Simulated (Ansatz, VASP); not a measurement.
Rh: VASP beside Ansatz

POSCAR

```
Rh
1.0
   -1.5350999966      1.5350999966      1.5350999966
    1.5350999966     -1.5350999966      1.5350999966
    1.5350999966      1.5350999966     -1.5350999966
Rh
1
Direct
    0.0000000000      0.0000000000      0.0000000000
```

File INCAR.step1:

```
SYSTEM = Rh
PREC = Accurate
ENCUT = 550
ISMEAR = 0
SIGMA = 0.05
LREAL = .False.
LASPH = .True.
NELM = 120
NBANDS = 14
GGA = PE
ALGO = Normal
EDIFF = 1E-5
LWAVE = .True.
LCHARG = .False.
GGA_COMPAT = .False.
```

File INCAR.step2:

```
SYSTEM = Rh
PREC = Accurate
ENCUT = 550
EDIFF = 1E-6
ISMEAR = 0
SIGMA = 0.05
LREAL = .False.
LASPH = .True.
NELM = 120
ALGO = Normal
ISIF = 2
LWAVE = .False.
LCHARG = .False.
METAGGA = R2SCAN
LMIXTAU = .True.
NBANDS = 14
ISTART = 1
GGA_COMPAT = .False.
```

Contents of KPOINTS:

```
regular mesh
0
Gamma
  20 20 20
  0 0 0
```

Input for Ansatz:

```yaml
crystal:
  lattice:
    - [-1.5350999966, 1.5350999966, 1.5350999966]
    - [1.5350999966, -1.5350999966, 1.5350999966]
    - [1.5350999966, 1.5350999966, -1.5350999966]
  atoms:
    - { symbol: Rh, position: [0.0, 0.0, 0.0] }
basis:
  ecutwfc: 600
  ecutrho_ratio: 5
kpoints:
  mp_grid: { grid: [20, 20, 20] }
hamiltonian:
  xc: r2scan
scf:
  occupations: { method: gaussian, width: 0.05 }
output:
  forces: true
  stress: true
  eigenvalues: true
```

Alike in both runs: task single point; functional r2SCAN; k mesh 20 × 20 × 20; occupations gaussian, width 0.05 eV; no spin polarisation.

```csv
,VASP,Ansatz
version,VASP 6.6.1,Ansatz 0.2.0
potentials or method,"VASP PAW PBE potentials, release 64 (Rh_pv), cutoff 550 eV","scalar-relativistic, plane waves, PAW"
valence electrons in the cell,15,17
```

Ansatz gave:

* pressure (GPa): -6.3

Task: What did VASP give for the same quantities?

Result: Pressure (GPa): -5.2.

VASP's potentials were made for PBE, not for r2SCAN. With one functional, cell and mesh, what is left measures potentials, basis and numerics. VASP's potentials hold 15 valence electrons a cell and Ansatz's 17, so a difference there can come from the potentials and not from the codes.
